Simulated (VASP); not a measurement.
A run of VASP 6.6.1:

INCAR

```
  PREC = Accurate
  ENCUT = 520
  EDIFF = 1E-6
  ISMEAR = -1
  SIGMA = 0.05
  LREAL = F
  LASPH = T
  NELM = 80
  ALGO = Normal
  ISIF = 2
  LWAVE = F
  LCHARG = F
  GGA = PS
  NBANDS = 12
```

KPOINTS

```
Automatic mesh
0
Gamma
  9 9 9
```

POSCAR

```
P
1.0
    1.7257251780      0.9963478961      3.1296800121
   -1.7257251780      0.9963478961      3.1296800121
    0.0000000000     -1.9926957921      3.1296800121
P
2
Direct
    0.7636290000      0.7712140000      0.7633900000
    0.2219640000      0.2289910000      0.2268450000
```

Potentials or basis: VASP PAW PBE potentials, release 64 (P).

Command:

```console
$ cat potpaw_PBE.64/P/POTCAR > POTCAR
$ mpirun -np 1 vasp_std > vasp.out
```

Hardware: 1 thread of Intel(R) Xeon(R) 6975P-C (Granite Rapids), with other jobs on the host.

Q: How long does it take, and how much memory?

A: Wall time 51 s on 1 thread of Intel(R) Xeon(R) 6975P-C (Granite Rapids) (shared host), peak memory 0.22 GiB. Counts: scf iterations 11, k points 365.
